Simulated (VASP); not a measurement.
Input of a VASP 6.6.1 run:

Contents of INCAR:

```
PREC = Accurate ; ENCUT = 750
EDIFF = 1E-6 ; ISMEAR = 0
SIGMA = 0.01 ; LREAL = F
LASPH = T ; NELM = 200
ALGO = Normal ; ISIF = 2
LWAVE = F ; LCHARG = F
LDAU = T ; LDAUTYPE = 2
LDAUL = -1 2 -1 ; LDAUU = 0 6 0
LDAUJ = 0 0 0 ; LDAUPRINT = 1
GGA = PS ; IVDW = 13
NBANDS = 34 ; GGA_COMPAT = F
```

File KPOINTS:

```
regular mesh
0
Gamma
  7 7 3
```

File POSCAR:

```
Mg2ZnO3
1.0
    3.0329985900      0.0000000000      0.0000000000
   -1.5164993000      2.6266538300      0.0000000000
    0.0000000000      0.0000000000      7.4033160000
Mg Zn O
2 1 3
Direct
    0.3333333291      0.6666666692      0.6657999996
    0.6666666709      0.3333333308      0.3342000004
    0.0000000000      0.0000000000      0.0000000000
    0.3333333291      0.6666666692      0.1726189994
    0.6666666709      0.3333333308      0.8273810006
    0.0000000000      0.0000000000      0.5000000000
```

Potentials or basis: VASP PAW PBE potentials, release 64 (Mg_sv, Zn, O).

The run is started by

```bash
$ cat potpaw_PBE.64/Mg_sv/POTCAR potpaw_PBE.64/Zn/POTCAR potpaw_PBE.64/O/POTCAR > POTCAR
$ mpirun -np 1 vasp_std > vasp.out
```

Task: What does it give for the largest force?

Result: 0.628 eV/Å.

Task: Estimate the dispersion energy per atom.

Result: -0.110 eV.

Stress tensor (GPa, compression positive):
```
-11.55   0.00   0.00
  0.00 -11.55   0.00
  0.00   0.00 -11.67
```

Caveat: the cell stands under tension; the PAW data sets were made with another functional, which shifts forces and pressure a little.
